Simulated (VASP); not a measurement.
# BN (P6_3mc) in VASP: dielectric tensor with PBE

Aim: the dielectric tensor of BN with PBE.

Everything below comes from runs of VASP 6.6.1. Logs are shortened: lines on timing, memory, paths and dates and some standing lists are left out, and cuts for length are marked.

## 1. The cell of the first run

The structure is hexagonal, space group P6_3mc (No. 186). Conventional cell: a = 2.536 Å, b = 2.536 Å, c = 4.199 Å, α = 90.00°, β = 90.00°, γ = 120.00°. B (site symmetry 3m) has 4 N at 1.56 to 1.57 Å within 2.1 Å. Within 2.1 Å of N (site symmetry 3m) lie 4 B at 1.56 to 1.57 Å.

## 2. Dielectric tensor, PBE

Contents of INCAR:

```
SYSTEM = BN
PREC     = Accurate       ! precision mode
ENCUT    = 520            ! plane-wave cutoff, eV
EDIFF    = 1E-8           ! SCF threshold, eV
ISMEAR   = 0              ! smearing method
SIGMA    = 0.01           ! smearing width, eV
LREAL    = .FALSE.        ! projectors in reciprocal space
LASPH    = .TRUE.         ! aspherical terms in the spheres
NELM     = 100            ! most SCF steps
ALGO     = Normal         ! electronic algorithm
ISIF     = 2              ! what is computed and relaxed
LWAVE    = .FALSE.        ! write WAVECAR
LCHARG   = .FALSE.        ! write CHGCAR
GGA      = PE             ! functional
LEPSILON = .TRUE.         ! dielectric tensor by DFPT
```

Contents of KPOINTS:

```
Automatic mesh
0
G
  12 12 6
  0 0 0
```

Contents of POSCAR:

```
BN
1.0
    2.5360000000      0.0000000000      0.0000000000
   -1.2680000000      2.1962400000      0.0000000000
    0.0000000000      0.0000000000      4.1990000000
B N
2 2
Direct
    0.6666666667      0.3333333333      0.0000000000
    0.3333333333      0.6666666667      0.5000000000
    0.6666666667      0.3333333333      0.3750000000
    0.3333333333      0.6666666667      0.8750000000
```

Potentials or basis: VASP PAW PBE potentials, release 64 (B, N).

The run is started by

```console
cat potpaw_PBE.64/B/POTCAR potpaw_PBE.64/N/POTCAR > POTCAR
mpirun -np 1 vasp_std > vasp.out
```

OUTCAR:

```text
SYSTEM = BN
   PREC = Accurate
   ENCUT = 520
   EDIFF = 1E-8
   ISMEAR = 0
   LREAL = .FALSE.
   LASPH = .TRUE.
   NELM = 100
   ISIF = 2
   GGA = PE
   LEPSILON = .TRUE.

 ion  position               nearest neighbor table
   1  0.667  0.333  0.000-   4 1.56   4 1.56   4 1.56   3 1.57
   2  0.333  0.667  0.500-   3 1.56   3 1.56   3 1.56   4 1.57
   3  0.667  0.333  0.375-   2 1.56   2 1.56   2 1.56   1 1.57
   4  0.333  0.667  0.875-   1 1.56   1 1.56   1 1.56   2 1.57

  LATTYP: Found a hexagonal cell.
 ALAT       =     2.5360000000
 C/A-ratio  =     1.6557570978

  Lattice vectors:

 A1 = (   2.5360000000,   0.0000000000,   0.0000000000)
 A2 = (  -1.2680000000,   2.1962400000,   0.0000000000)
 A3 = (   0.0000000000,   0.0000000000,   4.1990000000)

Analysis of symmetry for initial positions (statically):
=====================================================================
 Subroutine PRICEL returns:
 Original cell was already a primitive cell.

 Routine SETGRP: Setting up the symmetry group for a
 hexagonal supercell.

 Subroutine GETGRP returns: Found 12 space group operations
 (whereof  6 operations were pure point group operations)
 out of a pool of 24 trial point group operations.

The static configuration has the point symmetry C_3v.
 The point group associated with its full space group is C_6v.

Analysis of symmetry for dynamics (positions and initial velocities):
=====================================================================
 Subroutine PRICEL returns:
 Original cell was already a primitive cell.

 Routine SETGRP: Setting up the symmetry group for a
 hexagonal supercell.

 Subroutine GETGRP returns: Found 12 space group operations
 (whereof  6 operations were pure point group operations)
 out of a pool of 24 trial point group operations.

The dynamic configuration has the point symmetry C_3v.
 The point group associated with its full space group is C_6v.

 Subroutine INISYM returns: Found 12 space group operations
 (whereof  6 operations are pure point group operations),
 and found     1 'primitive' translations

----------------------------------------------------------------------------------------

                                     Primitive cell

  volume of cell :      23.3870

  direct lattice vectors                    reciprocal lattice vectors
     2.536000000  0.000000000  0.000000000     0.394321767  0.227661822  0.000000000
    -1.268000000  2.196240000  0.000000000     0.000000000  0.455323644  0.000000000
     0.000000000  0.000000000  4.199000000     0.000000000  0.000000000  0.238151941

  length of vectors
     2.536000000  2.535999633  4.199000000     0.455323578  0.455323644  0.238151941

  position of ions in fractional coordinates (direct lattice)
     0.666666667  0.333333333  0.000000000
     0.333333333  0.666666667  0.500000000
     0.666666667  0.333333333  0.375000000
     0.333333333  0.666666667  0.875000000

  ion indices of the primitive-cell ions
   primitive index   ion index
                 1           1
                 2           2
                 3           3
                 4           4

----------------------------------------------------------------------------------------

 KPOINTS: Automatic mesh

Automatic generation of k-mesh.
 Grid dimensions read from file:
 generate k-points for:   12   12    6

 Generating k-lattice:

  Cartesian coordinates                     Fractional coordinates (reciprocal lattice)
     0.032860147  0.018971819  0.000000000     0.083333333  0.000000000  0.000000000
     0.000000000  0.037943637  0.000000000     0.000000000  0.083333333  0.000000000
     0.000000000  0.000000000  0.039691990     0.000000000  0.000000000  0.166666667
[... 97 lines left out ...]

 number of electron      15.9999999 magnetization

 E-fermi :   7.7852     XC(G=0): -12.8631

 val. band max:        7.6801516155   @ k =   0.0000   0.0000   0.0000
 cond. band min:      12.8803088947   @ k =   0.3333   0.3333   0.0000
 fundamental gap:      5.2001572793
 Fermi energy:         7.7852291429

 k-point     1 :       0.0000    0.0000    0.0000
  band No.  band energies     occupation
      1     -12.8379      2.00000
      2      -8.6439      2.00000
      3      -3.3269      2.00000
      4       5.5462      2.00000
      5       5.5462      2.00000
      6       7.4318      2.00000
      7       7.6802      2.00000
      8       7.6802      2.00000
      9      16.1211      0.00000
     10      16.1211      0.00000
     11      16.3041      0.00000
     12      17.3701      0.00000
[... 331 lines left out ...]
 k-point    24 :       0.3333   -0.0000    0.1667
  band No.  band energies     occupation
      1     -10.3687      2.00000
      2      -7.5816      2.00000
      3      -1.1990      2.00000
      4       0.2558      2.00000
      5       1.6669      2.00000
      6       3.3485      2.00000
      7       5.1828      2.00000
      8       5.7503      2.00000
      9      14.6163      0.00000
     10      16.0633      0.00000
     11      18.7119      0.00000
     12      18.7723      0.00000

 [... further k-points ...]

  FORCE on cell =-STRESS in cart. coord.  units (eV):
  Direction    XX          YY          ZZ          XY          YZ          ZX
  --------------------------------------------------------------------------------------
  -------------------------------------------------------------------------------------
  Total        1.2671008      1.2671003      1.0892184      0.0000000      0.0000000      0.0000000
  in kB       86.8054138     86.8053803     74.6192082      0.0000000      0.0000000      0.0000000
  external PRESSURE =      82.7433341 kB  Pullay stress =       0.0000000 kB

 VOLUME and BASIS-vectors are now :
 -----------------------------------------------------------------------------
  energy-cutoff  :      520.00
  volume of cell :       23.39
      direct lattice vectors                 reciprocal lattice vectors
     2.536000000  0.000000000  0.000000000     0.394321767  0.227661822  0.000000000
    -1.268000000  2.196240000  0.000000000     0.000000000  0.455323644  0.000000000
     0.000000000  0.000000000  4.199000000     0.000000000  0.000000000  0.238151941

 POSITION                                       TOTAL-FORCE (eV/Angst)
 -----------------------------------------------------------------------------------
      1.26800      0.73208      0.00000         0.000000     -0.000000      0.057849
     -0.00000      1.46416      2.09950         0.000000      0.000000      0.057849
      1.26800      0.73208      1.57462         0.000000     -0.000000     -0.057849
     -0.00000      1.46416      3.67413        -0.000000      0.000000     -0.057849
 -----------------------------------------------------------------------------------
    total drift:                               -0.000000     -0.000000     -0.000061

  FREE ENERGIE OF THE ION-ELECTRON SYSTEM (eV)
  ---------------------------------------------------
  free  energy   TOTEN  =       -34.8190363364 eV

  energy  without entropy=      -34.8190363364  energy(sigma->0) =      -34.81903634

 HEAD OF MICROSCOPIC STATIC DIELECTRIC TENSOR (INDEPENDENT PARTICLE, excluding Hartree and local field effects)
 ------------------------------------------------------
           4.643406     0.000000    -0.000000
           0.000000     4.643404     0.000000
          -0.000000    -0.000000     4.811824
 ------------------------------------------------------

 Free energy of the ion-electron system (eV)
  ---------------------------------------------------
  ---------------------------------------------------
  free energy    TOTEN  =        -0.24753815 eV

  energy without entropy =       -0.24753815

------------------------ aborting loop because EDIFF is reached ----------------------------------------

--------------------------------------- Ionic step        2  -------------------------------------------

------------------------ aborting loop because EDIFF is reached ----------------------------------------

--------------------------------------- Ionic step        3  -------------------------------------------

 Free energy of the ion-electron system (eV)
  ---------------------------------------------------
  ---------------------------------------------------
  free energy    TOTEN  =        -0.25949405 eV

  energy without entropy =       -0.25949405

------------------------ aborting loop because EDIFF is reached ----------------------------------------

 PIEZOELECTRIC TENSOR FIELD DIRECTION 3  (e Angst)
 -----------------------------------------------------------------------------
     0.75161 -0.00000 -0.00000           (  0.00649 -0.00000  0.00000)
     0.00000  0.75161  0.00000           (  0.00000  0.00649  0.00000)
     0.00000  0.00000 -1.56236           (  0.00000  0.00000 -0.00934)

 PIEZOELECTRIC TENSOR FIELD DIRECTION 3  (C/m^2)
 -----------------------------------------------------------------------------
     0.51490 -0.00000 -0.00000
     0.00000  0.51490  0.00000
     0.00000  0.00000 -1.07032

 MACROSCOPIC STATIC DIELECTRIC TENSOR (including local field effects in DFT)
 ------------------------------------------------------
           4.545653     0.000000    -0.000000
           0.000000     4.545651    -0.000000
           0.000000     0.000000     4.718687
 ------------------------------------------------------

 PIEZOELECTRIC TENSOR (including local field effects)  for field in x, y, z        (e  Angst)
          XX          YY          ZZ          XY          YZ          ZX
  --------------------------------------------------------------------------------
  x     0.00000    -0.00000     0.00000     0.00000     0.00000     0.89832
  y     0.00000    -0.00000    -0.00000     0.00000     0.89831     0.00000
  z     0.75161     0.75161    -1.56236     0.00000     0.00000     0.00000

 PIEZOELECTRIC TENSOR (including local field effects)  for field in x, y, z        (C/m^2)
          XX          YY          ZZ          XY          YZ          ZX
  --------------------------------------------------------------------------------
  x     0.00000    -0.00000     0.00000     0.00000     0.00000     0.61541
  y     0.00000    -0.00000    -0.00000     0.00000     0.61541     0.00000
  z     0.51490     0.51490    -1.07032     0.00000     0.00000     0.00000

 BORN EFFECTIVE CHARGES (including local field effects) (in |e|, cummulative output)
 ---------------------------------------------------------------------------------
 ion    1
    1     1.83733    -0.00000     0.00000
    2     0.00000     1.83733     0.00000
    3     0.00000    -0.00000     1.93849
 ion    2
    1     1.83733     0.00000    -0.00000
    2    -0.00000     1.83733    -0.00000
    3     0.00000     0.00000     1.93849
 ion    3
    1    -1.83733     0.00000     0.00000
    2     0.00000    -1.83733     0.00000
    3     0.00000     0.00000    -1.93849
 ion    4
    1    -1.83733     0.00000     0.00000
    2    -0.00000    -1.83733     0.00000
    3     0.00000    -0.00000    -1.93849
```

It took 6.6 min on 1 thread of AMD EPYC 7R13, shared host; peak memory 0.25 GiB.

What came out:

```
Band gap on the k mesh                  : 5.20 eV, indirect (least direct gap 8.35 eV)
Electronic dielectric tensor (diagonal) : 4.55, 4.55, 4.72
Born charges (mean of the diagonal)     : B +1.87; N -1.87 e
```

Electronic dielectric tensor:
```
4.55 0.00 0.00
0.00 4.55 0.00
0.00 0.00 4.72
```

Born effective charge tensors (e):
atom 1, B
```
1.84 0.00 0.00
0.00 1.84 0.00
0.00 0.00 1.94
```
atom 2, B
```
1.84 0.00 0.00
0.00 1.84 0.00
0.00 0.00 1.94
```
atom 3, N
```
-1.84  0.00  0.00
 0.00 -1.84  0.00
 0.00  0.00 -1.94
```
atom 4, N
```
-1.84  0.00  0.00
 0.00 -1.84  0.00
 0.00  0.00 -1.94
```
